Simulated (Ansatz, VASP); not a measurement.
# HfBr in VASP and in Ansatz

```
Hf Br
1.0
     3.19934    0.00000    0.00000
     0.00000    3.19934    0.00000
     0.00000    0.00000    4.05782
Hf Br
1 1
Direct
  0.00000 0.00000 0.00000
  0.50000 0.50000 0.50000
```

Change from the starting cell: species swapped into the NbRu type (P4/mmm, No. 123).

Alike in both runs: functional PBE; k mesh 6 × 6 × 4; occupations gaussian, width 0.1 eV; no spin polarisation.

Ansatz relaxed the structure, and its values are those at the end. VASP's run is a single point on that final structure, the one shown.

|  | VASP | Ansatz |
| --- | --- | --- |
| version | VASP 6.6.1 | Ansatz 0.2.0 |
| potentials or method | VASP PAW PBE potentials, release 64 (Hf_pv, Br), cutoff 520 eV | scalar-relativistic, plane waves, PAW |
| valence electrons in the cell | 17 | 33 |

Ansatz gave:

| Quantity | Value |
| --- | --- |
| gap on the k mesh at the Fermi level (eV) | none |
| pressure (GPa) | 0.1 |

**Question.** Estimate VASP's values.

**Answer.** gap on the k mesh at the Fermi level (eV): none; pressure (GPa): -0.4.

A gap of «none» marks a metal or a gap that the smearing closes. VASP's potentials hold 17 valence electrons a cell and Ansatz's 33, so a difference there can come from the potentials and not from the codes.

The k mesh is coarse, so the values compare programs but aren't converged. Spin-orbit coupling is off throughout.
